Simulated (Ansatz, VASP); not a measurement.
# Li2Se: VASP beside Ansatz

File INCAR:

```
PREC = Accurate ; ENCUT = 750
EDIFF = 1E-6 ; ISMEAR = 0
SIGMA = 0.01 ; LREAL = False
LASPH = True ; NELM = 120
ALGO = Normal ; ISIF = 2
LWAVE = False ; LCHARG = True
GGA = PE ; LELF = True
LVHAR = True ; NBANDS = 13
GGA_COMPAT = False
```

File KPOINTS:

```
regular mesh
0
Gamma
  8 8 8
```

The input POSCAR:

```
Li2Se
1.0
    0.0000000000      2.9934588645      2.9934588645
    2.9934588645      0.0000000000      2.9934588645
    2.9934588645      2.9934588645      0.0000000000
Li Se
2 1
Direct
    0.2500000000      0.2500000000      0.2500000000
    0.7500000000      0.7500000000      0.7500000000
    0.0000000000      0.0000000000      0.0000000000
```

Input for Ansatz:

```yaml
crystal:
  lattice:
    - [0.0, 2.9934588645, 2.9934588645]
    - [2.9934588645, 0.0, 2.9934588645]
    - [2.9934588645, 2.9934588645, 0.0]
  atoms:
    - { symbol: Li, position: [0.25, 0.25, 0.25] }
    - { symbol: Li, position: [0.75, 0.75, 0.75] }
    - { symbol: Se, position: [0.0, 0.0, 0.0] }
kpoints:
  mp_grid: { grid: [8, 8, 8] }
  band_path:
    path:
      - [0.0, 0.0, 0.0]
      - [0.5, 0.0, 0.5]
      - [0.625, 0.25, 0.625]
      - [0.375, 0.375, 0.75]
      - [0.5, 0.5, 0.5]
      - [0.5, 0.25, 0.75]
      - [0.0, 0.5, 0.5]
    npoints: 1
hamiltonian:
  xc: pbe
scf:
  occupations: { method: fixed }
  n_extra_bands: 4
output:
  forces: true
  stress: true
  eigenvalues: true
```

Alike in both runs: task single point; functional PBE; k mesh 8 × 8 × 8; no spin polarisation.

|  | VASP | Ansatz |
| --- | --- | --- |
| version | VASP 6.6.1 | Ansatz 0.2.0 |
| potentials or method | VASP PAW PBE potentials, release 64 (Li_sv, Se) | plane waves, PAW |
| plane-wave cutoff (eV) | 750 | 420 |
| occupations | gaussian, width 0.01 eV | fixed |
| valence electrons in the cell | 12 | 22 |

|  | VASP | Ansatz | Ansatz less VASP |
| --- | --- | --- | --- |
| gap on the k mesh at the Fermi level (eV) | 2.97 | 2.97 | +0.006 |
| pressure (GPa) | 0.3 | 0.3 | +0.07 |

VASP's potentials hold 12 valence electrons a cell and Ansatz's 22, so a difference there can come from the potentials and not from the codes.
